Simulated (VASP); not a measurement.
# Lu: single point with r2SCAN

Crystal: Lu.

```
Lu
1.0
    -1.95411    1.95411    1.95411
     1.95411   -1.95411    1.95411
     1.95411    1.95411   -1.95411
Lu
1
Direct
  0.00000 0.00000 0.00000
```

This isn't the form of Lu at room conditions, which is hcp.

```yaml
Program: VASP 6.6.1
Task: single point
Functional: r2SCAN
Potentials_or_basis: VASP PAW PBE potentials, release 64 (Lu)
Cutoff: 660 eV
k_mesh: 10 × 10 × 10
Occupations: tetrahedron
Spin: no spin polarisation
Dipole_correction: no
Further_INCAR_settings: ALGO = Normal; EDIFF = 1e-06; NBANDS = 18
```

```yaml
Pressure: 0.0 GPa
Band_gap_on_the_k_mesh: zero (an odd number of electrons rules out a gap without spin polarisation)
```

Levels at points of the mesh, in eV from the Fermi level:
| k point | band 9 | band 10 | band 11 | band 12 | band 13 | band 14 | band 15 | band 16 |
| --- | --- | --- | --- | --- | --- | --- | --- | --- |
| (0.00, 0.00, 0.00) | -5.35 | -5.35 | -5.35 | -5.33 | 2.42 | 2.42 | 2.42 | 4.55 |
| (0.50, 0.00, 0.00) | -5.36 | -5.35 | -5.34 | -2.53 | 0.26 | 0.58 | 4.38 | 5.31 |
| (0.50, 0.50, 0.50) | -5.34 | -5.34 | -5.34 | -1.57 | -1.57 | 5.86 | 5.86 | 5.86 |

It took 81 s on 1 thread of Intel(R) Xeon(R) Platinum 8488C (Sapphire Rapids), with other jobs on the host, peak memory 0.2 GiB.

Caveat: the PAW data sets were made with another functional, which shifts forces and pressure a little; spin-orbit coupling is left out, which moves the levels of the heavy elements; tetrahedron occupations give inexact forces and stress in metals.
